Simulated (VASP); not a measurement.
Runs of VASP 6.6.1 on Zr. The structure is that of space group Im-3m (No. 229), or close to it. The cells are those of the table. 

| task | cell | k mesh | cutoff (eV) | gap on the mesh (eV) | pressure (GPa) | relaxed volume (Å³/atom) |
| --- | --- | --- | --- | --- | --- | --- |
| relaxation of cell and atoms | relaxed from a = 3.043 Å, angles 109.5°, 1 atom | 22 × 22 × 22 | 600 | none | 0.0 | 21.80 |
| relaxation of cell and atoms | relaxed from a = 3.058 Å, angles 109.5°, 1 atom | 6 × 6 × 6 | 600 | none | 0.0 | (a) |
| single point | a = 3.043 Å, angles 109.5°, 1 atom | 6 × 6 × 6 | 520 | none | 0.1 | - |
| single point | a = 3.047 Å, angles 109.5°, 1 atom | 22 × 22 × 22 | 520 | none | 0.1 | - |

Alike in all rows: level PBEsol; potentials or basis VASP PAW PBE potentials, release 64 (Zr_sv); no spin polarisation; smearing gaussian 0.1 eV.

**Question.** Estimate the missing entries.

**Answer.** (a) 21.70.

Caveats: some runs use coarse meshes; the PAW data sets were made with another functional, which shifts forces and pressure a little.

A k mesh can miss the band edges, and the runs leave out spin-orbit coupling on Zr.

A gap of «none» marks levels without a gap at the run's occupations.
